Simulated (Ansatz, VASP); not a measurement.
ZrS2: VASP beside Ansatz

```
CELL_PARAMETERS angstrom
3.67440 0.00000 0.00000
-1.83720 3.18212 0.00000
0.00000 0.00000 5.85686
ATOMIC_POSITIONS crystal
Zr 0.00000 0.00000 0.00000
S 0.33333 0.66667 0.24623
S 0.66667 0.33333 0.75377
```

Alike in both runs: task single point; functional HSE06; k mesh 6 × 6 × 2; no spin polarisation.

|  | VASP | Ansatz |
| --- | --- | --- |
| version | VASP 6.6.1 | Ansatz 0.2.0 |
| potentials or method | VASP PAW PBE potentials, release 64 (Zr_sv, S) | plane waves |
| plane-wave cutoff (eV) | 400 | 420 |
| occupations | gaussian, width 0.01 eV | fixed |
| valence electrons in the cell | 24 | 24 |

Ansatz gave:

```
gap on the k mesh at the Fermi level (eV)                     : 1.68
pressure (GPa)                                                : 0.1
traceless stress, the component that is largest in VASP (GPa) : 0.44
rms of the force components (eV/Å)                            : 0.091
```

Question: Which values does VASP return?

Answer: gap on the k mesh at the Fermi level (eV): 1.68; pressure (GPa): 0.0; traceless stress, the component that is largest in VASP (GPa): 0.45; rms of the force components (eV/Å): 0.089.

Atom by atom the forces differ by 0.002 eV/Å (rms over components). Ansatz's warnings: stress exchange threshold loose, stress scf threshold loose.

The k mesh is coarse, so the values compare programs but aren't converged.
